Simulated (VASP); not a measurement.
# Ca3As (Pm-3n) in VASP: a series of runs

Ca3As is run at these levels: PBE; tasks: single point, relaxation of cell and atoms.

All numbers are computed with VASP 6.6.1; they aren't measurements. Logs are shortened: lines on timing, memory, paths and dates and some standing lists are left out, and cuts for length are marked.

## Step 1: The cell of the first run

The structure is cubic, space group Pm-3n (No. 223). Conventional cell: a = 6.015 Å, b = 6.015 Å, c = 6.015 Å, α = 90.00°, β = 90.00°, γ = 90.00°. Within 4.0 Å of Ca (site symmetry -4m2) lie 10 Ca at 3.01 to 3.68 Å and 4 As at 3.36 Å. Within 4.4 Å of As (site symmetry m-3) lie 12 Ca at 3.36 Å.

The cell was built from a structure type or drawn by symmetry, and may not be a known phase.

## Step 2: Single point, PBE

File INCAR:

```
SYSTEM = Ca3As
PREC = Accurate
ENCUT = 520
EDIFF = 1E-6
ISMEAR = 0
SIGMA = 0.1
LREAL = .False.
LASPH = .True.
NELM = 80
ALGO = Normal
ISIF = 2
LWAVE = .False.
LCHARG = .False.
GGA = PE
NBANDS = 45
```

File KPOINTS:

```
regular mesh
0
Gamma
  4 4 4
  0 0 0
```

File POSCAR:

```
Ca3As
1.0
    6.0151872400      0.0000000000      0.0000000000
    0.0000000000      6.0151872400      0.0000000000
    0.0000000000      0.0000000000      6.0151872400
Ca As
6 2
Direct
    0.2500000000      0.0000000000      0.5000000000
    0.5000000000      0.7500000000      0.0000000000
    0.7500000000      0.0000000000      0.5000000000
    0.5000000000      0.2500000000      0.0000000000
    0.0000000000      0.5000000000      0.7500000000
    0.0000000000      0.5000000000      0.2500000000
    0.0000000000      0.0000000000      0.0000000000
    0.5000000000      0.5000000000      0.5000000000
```

Potentials or basis: VASP PAW PBE potentials, release 64 (Ca_sv, As).

The run is started by

```
$ cat potpaw_PBE.64/Ca_sv/POTCAR potpaw_PBE.64/As/POTCAR > POTCAR
$ mpirun -np 1 vasp_std > vasp.out
```

OUTCAR:

```text
SYSTEM = Ca3As
   PREC = Accurate
   ENCUT = 520
   EDIFF = 1E-6
   ISMEAR = 0
   LREAL = .False.
   LASPH = .True.
   NELM = 80
   ISIF = 2
   GGA = PE

 ion  position               nearest neighbor table
   1  0.250  0.000  0.500-   3 3.01   3 3.01
   2  0.500  0.750  0.000-   4 3.01   4 3.01
   3  0.750  0.000  0.500-   1 3.01   1 3.01
   4  0.500  0.250  0.000-   2 3.01   2 3.01
   5  0.000  0.500  0.750-   6 3.01   6 3.01
   6  0.000  0.500  0.250-   5 3.01   5 3.01
   7  0.000  0.000  0.000-
   8  0.500  0.500  0.500-

  LATTYP: Found a simple cubic cell.
 ALAT       =     6.0151872400

  Lattice vectors:

 A1 = (   6.0151872400,   0.0000000000,   0.0000000000)
 A2 = (   0.0000000000,   6.0151872400,   0.0000000000)
 A3 = (   0.0000000000,   0.0000000000,   6.0151872400)

Analysis of symmetry for initial positions (statically):
=====================================================================
 Subroutine PRICEL returns:
 Original cell was already a primitive cell.

 Routine SETGRP: Setting up the symmetry group for a
 simple cubic supercell.

 Subroutine GETGRP returns: Found 48 space group operations
 (whereof 24 operations were pure point group operations)
 out of a pool of 48 trial point group operations.

The static configuration has the point symmetry T_h .
 The point group associated with its full space group is O_h .

Analysis of symmetry for dynamics (positions and initial velocities):
=====================================================================
 Subroutine PRICEL returns:
 Original cell was already a primitive cell.

 Routine SETGRP: Setting up the symmetry group for a
 simple cubic supercell.

 Subroutine GETGRP returns: Found 48 space group operations
 (whereof 24 operations were pure point group operations)
 out of a pool of 48 trial point group operations.

The dynamic configuration has the point symmetry T_h .
 The point group associated with its full space group is O_h .

 Subroutine INISYM returns: Found 48 space group operations
 (whereof 24 operations are pure point group operations),
 and found     1 'primitive' translations

----------------------------------------------------------------------------------------

                                     Primitive cell

  volume of cell :     217.6444

  direct lattice vectors                    reciprocal lattice vectors
     6.015187240  0.000000000  0.000000000     0.166245864  0.000000000  0.000000000
     0.000000000  6.015187240  0.000000000     0.000000000  0.166245864  0.000000000
     0.000000000  0.000000000  6.015187240     0.000000000  0.000000000  0.166245864

  length of vectors
     6.015187240  6.015187240  6.015187240     0.166245864  0.166245864  0.166245864

  position of ions in fractional coordinates (direct lattice)
     0.250000000  0.000000000  0.500000000
     0.500000000  0.750000000  0.000000000
     0.750000000  0.000000000  0.500000000
     0.500000000  0.250000000  0.000000000
     0.000000000  0.500000000  0.750000000
     0.000000000  0.500000000  0.250000000
     0.000000000  0.000000000  0.000000000
     0.500000000  0.500000000  0.500000000

  ion indices of the primitive-cell ions
   primitive index   ion index
                 1           1
                 2           2
                 3           3
                 4           4
                 5           5
                 6           6
                 7           7
                 8           8

----------------------------------------------------------------------------------------

 KPOINTS: regular mesh

Automatic generation of k-mesh.
 Grid dimensions read from file:
 generate k-points for:    4    4    4

 Generating k-lattice:

  Cartesian coordinates                     Fractional coordinates (reciprocal lattice)
     0.041561466  0.000000000  0.000000000     0.250000000  0.000000000  0.000000000
     0.000000000  0.041561466  0.000000000     0.000000000  0.250000000  0.000000000
     0.000000000  0.000000000  0.041561466     0.000000000  0.000000000  0.250000000

  Length of vectors
     0.041561466  0.041561466  0.041561466

  Shift w.r.t. Gamma in fractional coordinates (k-lattice)
     0.000000000  0.000000000  0.000000000

 Subroutine IBZKPT returns following result:
 ===========================================

 Found     10 irreducible k-points:

 Following reciprocal coordinates:
            Coordinates               Weight
  0.000000  0.000000  0.000000      1.000000
  0.250000  0.000000  0.000000      6.000000
  0.500000  0.000000  0.000000      3.000000
  0.250000  0.250000  0.000000     12.000000
  0.500000  0.250000  0.000000     12.000000
  0.500000  0.500000  0.000000      3.000000
  0.250000  0.250000  0.250000      8.000000
  0.500000  0.250000  0.250000     12.000000
  0.500000  0.500000  0.250000      6.000000
  0.500000  0.500000  0.500000      1.000000
   k-points           NKPTS =     10   k-points in BZ     NKDIM =     10   number of bands    NBANDS=     45
   number of dos      NEDOS =    301   number of ions     NIONS =      8
   total plane-waves  NPLWV = 110592
   dimension x,y,z NGX =    48 NGY =   48 NGZ =   48
   dimension x,y,z NGXF=    96 NGYF=   96 NGZF=   96
   ions per type =               6   2
   NGX,Y,Z   is equivalent  to a cutoff of  13.27, 13.27, 13.27 a.u.
   NGXF,Y,Z  is equivalent  to a cutoff of  26.53, 26.53, 26.53 a.u.
 SYSTEM =  Ca3As
   PREC   = accura    normal or accurate (medium, high low for compatibility)
   ISTART =      0    job   : 0-new  1-cont  2-samecut
   ICHARG =      2    charge: 1-file 2-atom 10-const
   ISPIN  =      1    spin polarized calculation?
   LNONCOLLINEAR =      F non collinear calculations
   LSORBIT =      F    spin-orbit coupling
   LASPH  =      T    aspherical Exc in radial PAW
   ENCUT  =  520.0 eV  38.22 Ry    6.18 a.u.  11.18 11.18 11.18*2*pi/ulx,y,z
   NELM   =     80;   NELMIN=  2; NELMDL= -5     # of ELM steps
   EDIFF  = 0.1E-05   stopping-criterion for ELM
   LREAL  =      F    real-space projection
   EDIFFG = 0.1E-04   stopping-criterion for IOM
   NSW    =      0    number of steps for IOM
   IBRION =     -1    ionic relax: 0-MD 1-quasi-New 2-CG
   NFREE  =      0    steps in history (QN), initial steepest desc. (CG)
   ISIF   =      2    stress and relaxation
   ISYM   =      2    0-nonsym 1-usesym 2-fastsym
   POTIM  = 0.5000    time-step for ionic-motion
   TEBEG  =    0.0;   TEEND  =   0.0 temperature during run
   PSTRESS=    0.0 pullay stress
   NELECT =      70.0000    total number of electrons
   NUPDOWN=      -1.0000    fix difference up-down
   EMIN   =  10.00;   EMAX   =-10.00  energy-range for DOS
   EFERMI =   0.00;   METHOD = LEGACY
   ISMEAR =     0;   SIGMA  =   0.10  broadening in eV -4-tet -1-fermi 0-gaus
   EFERMI_NEDOS =   21; number of points for ismear=-14 and -15
   IALGO  =     38    algorithm
   IMIX   =      4    mixing-type and parameters
     AMIX     =   0.40;   BMIX     =  1.00
     AMIX_MAG =   1.60;   BMIX_MAG =  1.00
  volume/ion in A,a.u.               =      27.21       183.59
  Fermi-wavevector in a.u.,A,eV,Ry     =   1.121653  2.119616 17.117551  1.258105
  Thomas-Fermi vector in A             =   2.258307
   LORBIT       =      0    0 simple, 1 ext, 2 COOP (PROOUT), +10 PAW based schemes
   GGA     = PE    functional components
   LHFCALC =     F    Hartree Fock is set to
   AEXX    =    0.0000 exact exchange contribution
   IVDW    =     0    specifies the selected vdW correction
   LEPSILON=     F    determine dielectric tensor
   LRPA    =     F    only Hartree local field effects (RPA)
 non-spin polarized calculation
 Gauss-broadening in eV      SIGMA  =   0.10
  energy-cutoff  :      520.00
  volume of cell :      217.64
 maximum number of plane-waves:      5904
 NGX is ok and might be reduce to    48
   NGX = 23   NGY = 23   NGZ = 23

 number of electron      69.9999985 magnetization

 Free energy of the ion-electron system (eV)
  ---------------------------------------------------
  ext. energy  EPLUGINS =         0.00000000
  ---------------------------------------------------
  free energy    TOTEN  =       -22.68269583 eV

  energy without entropy =      -22.59064268  energy(sigma->0) =      -22.63666926

 E-fermi :   4.0332     XC(G=0):  -9.1611

 val. band max:        4.0321217038   @ k =   0.5000   0.5000   0.0000
 cond. band min:       4.0409381264   @ k =   0.0000   0.0000   0.0000
 fundamental gap:      0.0088164226
 Fermi energy:         4.0332056221

 k-point     1 :       0.0000    0.0000    0.0000
  band No.  band energies     occupation
      1     -37.4088      2.00000
      2     -37.3766      2.00000
      3     -37.3766      2.00000
      4     -37.2789      2.00000
      5     -37.2789      2.00000
      6     -37.2789      2.00000
[... 37 lines left out ...]
     44       5.7817      0.00000
     45       5.7817      0.00000

 k-point     2 :       0.2500    0.0000    0.0000
  band No.  band energies     occupation
      1     -37.4015      2.00000
      2     -37.3802      2.00000
      3     -37.3651      2.00000
      4     -37.2946      2.00000
      5     -37.2789      2.00000
      6     -37.2789      2.00000
[... 37 lines left out ...]
     44       5.5603      0.00000
     45       5.6268      0.00000

 k-point     3 :       0.5000    0.0000    0.0000
  band No.  band energies     occupation
      1     -37.3894      2.00000
      2     -37.3894      2.00000
      3     -37.3315      2.00000
      4     -37.3315      2.00000
      5     -37.2789      2.00000
      6     -37.2789      2.00000
[... 325 lines left out ...]
     44       6.0551      0.00000
     45       6.2059      0.00000

 k-point    10 :       0.5000    0.5000    0.5000
  band No.  band energies     occupation
      1     -37.3336      2.00000
      2     -37.3336      2.00000
      3     -37.3336      2.00000
      4     -37.3336      2.00000
      5     -37.3336      2.00000
      6     -37.3336      2.00000
[... 37 lines left out ...]
     44       5.9467      0.00000
     45       6.0470      0.00000

------------------------ aborting loop because EDIFF is reached ----------------------------------------

  FORCE on cell =-STRESS in cart. coord.  units (eV):
  Direction    XX          YY          ZZ          XY          YZ          ZX
  --------------------------------------------------------------------------------------
  -------------------------------------------------------------------------------------
  Total        3.6223086      3.6223086      3.6223086      0.0000000      0.0000000     -0.0000000
  in kB       26.6654292     26.6654292     26.6654292      0.0000000      0.0000000     -0.0000000
  external PRESSURE =      26.6654292 kB  Pullay stress =       0.0000000 kB

 VOLUME and BASIS-vectors are now :
 -----------------------------------------------------------------------------
  energy-cutoff  :      520.00
  volume of cell :      217.64
      direct lattice vectors                 reciprocal lattice vectors
     6.015187240  0.000000000  0.000000000     0.166245864  0.000000000  0.000000000
     0.000000000  6.015187240  0.000000000     0.000000000  0.166245864  0.000000000
     0.000000000  0.000000000  6.015187240     0.000000000  0.000000000  0.166245864

 POSITION                                       TOTAL-FORCE (eV/Angst)
 -----------------------------------------------------------------------------------
      1.50380      0.00000      3.00759         0.000000      0.000000      0.000000
      3.00759      4.51139      0.00000        -0.000000     -0.000000     -0.000000
      4.51139      0.00000      3.00759        -0.000000     -0.000000     -0.000000
      3.00759      1.50380      0.00000         0.000000      0.000000      0.000000
      0.00000      3.00759      4.51139        -0.000000     -0.000000      0.000000
      0.00000      3.00759      1.50380        -0.000000      0.000000     -0.000000
      0.00000      0.00000      0.00000        -0.000000     -0.000000      0.000000
      3.00759      3.00759      3.00759        -0.000000     -0.000000      0.000000
 -----------------------------------------------------------------------------------
    total drift:                                0.000000     -0.000000      0.000000

  FREE ENERGIE OF THE ION-ELECTRON SYSTEM (eV)
  ---------------------------------------------------
  free  energy   TOTEN  =       -22.6826958299 eV

  energy  without entropy=      -22.5906426840  energy(sigma->0) =      -22.63666926
```

Run time: 58 s. Hardware: 1 thread of Intel Xeon 6975P-C (Granite Rapids), shared host; peak memory 0.36 GiB.

What came out:

| Property | Result |
| --- | --- |
| Free energy | -22.6827 eV |
| Pressure | 2.7 GPa |
| Band gap on the k mesh | zero (bands 35 and 36 overlap by 0.34 eV) |

## Step 3: Single point, PBE

This run uses another cell than the first one, of 30.10 Å³/atom.

INCAR: that of step 2 with these lines changed.

```diff
@@ -9,7 +9,9 @@
 NELM = 80
-ALGO = Normal
+ALGO = Fast
 ISIF = 2
 LWAVE = .False.
-LCHARG = .False.
+LCHARG = .True.
 GGA = PE
+LELF = .True.
+LVHAR = .True.
 NBANDS = 45
```

File KPOINTS:

```
Automatic mesh
0
Gamma
  6 6 6
  0 0 0
```

POSCAR: that of step 2 with these lines changed.

```diff
@@ -2,5 +2,5 @@
 1.0
-    6.0151872400      0.0000000000      0.0000000000
-    0.0000000000      6.0151872400      0.0000000000
-    0.0000000000      0.0000000000      6.0151872400
+    6.2212391382      0.0000000000      0.0000000000
+    0.0000000000      6.2212391382      0.0000000000
+    0.0000000000      0.0000000000      6.2212391382
 Ca As
```

Potentials or basis: VASP PAW PBE potentials, release 64 (Ca_sv, As).

The run is started by

```
$ cat potpaw_PBE.64/Ca_sv/POTCAR potpaw_PBE.64/As/POTCAR > POTCAR
$ mpirun -np 1 vasp_std > vasp.out
```

Wall time 3.3 min (1 thread of Intel Xeon 6975P-C (Granite Rapids), shared host); peak memory 0.42 GiB.

It converged, with:

| Item | Value |
| --- | --- |
| Free energy | -22.9047 eV |
| Pressure | 0.1 GPa |
| Band gap on the k mesh | zero (bands 35 and 36 overlap by 0.41 eV) |

Levels at points of the mesh, in eV from the Fermi level:
| k point | band 31 | band 32 | band 33 | band 34 | band 35 | band 36 | band 37 | band 38 | band 39 | band 40 |
| --- | --- | --- | --- | --- | --- | --- | --- | --- | --- | --- |
| (0.00, 0.00, 0.00) | -2.15 | -2.15 | -2.15 | -0.92 | -0.92 | 0.05 | 0.05 | 0.05 | 1.18 | 1.18 |
| (0.50, 0.00, 0.00) | -2.26 | -2.26 | -0.11 | -0.11 | 0.00 | 0.00 | 0.06 | 0.06 | 1.11 | 1.11 |
| (0.50, 0.50, 0.00) | -2.14 | -1.90 | -0.88 | -0.88 | -0.02 | 0.06 | 0.58 | 0.74 | 0.83 | 1.59 |
| (0.50, 0.50, 0.50) | -2.92 | -2.92 | 0.30 | 0.30 | 0.30 | 0.30 | 0.30 | 0.30 | 1.77 | 1.77 |

(Part 1 of 2 ends here.)
